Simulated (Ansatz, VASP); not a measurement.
Ga in VASP and in Ansatz

```xyz
2
Lattice="2.7414 0.0000 -0.0185 0.0000 3.3337 0.0000 -1.3521 0.0000 3.9795" Properties=species:S:1:pos:R:3 pbc="T T T"
Ga    2.0596    0.8334    0.9088
Ga   -0.6703    2.5003    3.0522
```

Alike in both runs: functional r2SCAN; k mesh 20 × 16 × 14; occupations gaussian, width 0.1 eV; no spin polarisation.

Ansatz relaxed the structure, and its values are those at the end. VASP's run is a single point on that final structure, the one shown.

|  | VASP | Ansatz |
| --- | --- | --- |
| version | VASP 6.6.1 | Ansatz 0.2.0 |
| potentials or method | VASP PAW PBE potentials, release 64 (Ga_d), cutoff 520 eV | scalar-relativistic, plane waves, PAW |
| valence electrons in the cell | 26 | 26 |

Ansatz gave:

| Quantity | Value |
| --- | --- |
| gap on the k mesh at the Fermi level (eV) | none |
| pressure (GPa) | 0.0 |
| rms of the force components (eV/Å) | 0.002 |

**Question.** Estimate VASP's values.

**Answer.** gap on the k mesh at the Fermi level (eV): none; pressure (GPa): 0.0; rms of the force components (eV/Å): 0.007.

VASP's potentials were made for PBE, not for r2SCAN. A gap of «none» marks a metal or a gap that the smearing closes. With one functional, cell and mesh, what is left measures potentials, basis and numerics.
